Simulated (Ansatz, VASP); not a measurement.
**ZrB2 in VASP and in Ansatz**

```xyz
3
Lattice="3.2531 0.0000 0.0000 -1.6266 2.8173 0.0000 0.0000 0.0000 3.6232" Properties=species:S:1:pos:R:3 pbc="T T T"
Zr    0.0000    0.0000    0.0000
B     0.0000    1.8782    1.8116
B     1.6266    0.9391    1.8116
```

Alike in both runs: task single point; functional LDA; k mesh 18 × 18 × 12; occupations gaussian, width 0.15 eV; no spin polarisation.

```csv
,VASP,Ansatz
version,VASP 6.6.1,Ansatz 0.2.0
potentials or method,"VASP PAW LDA potentials, release 64 (Zr_sv, B), cutoff 520 eV","scalar-relativistic, plane waves, PAW"
valence electrons in the cell,18,18
```

|  | VASP | Ansatz | Ansatz less VASP |
| --- | --- | --- | --- |
| gap on the k mesh at the Fermi level (eV) | none | none | - |
| pressure (GPa) | -23.4 | -23.7 | -0.36 |
| traceless stress, the component that is largest in VASP (GPa) | 1.49 | 1.48 | -0.011 |

LDA's correlation is that of Perdew and Zunger in VASP and of Perdew and Wang (1992) in Ansatz. A gap of «none» marks a metal or a gap that the smearing closes.
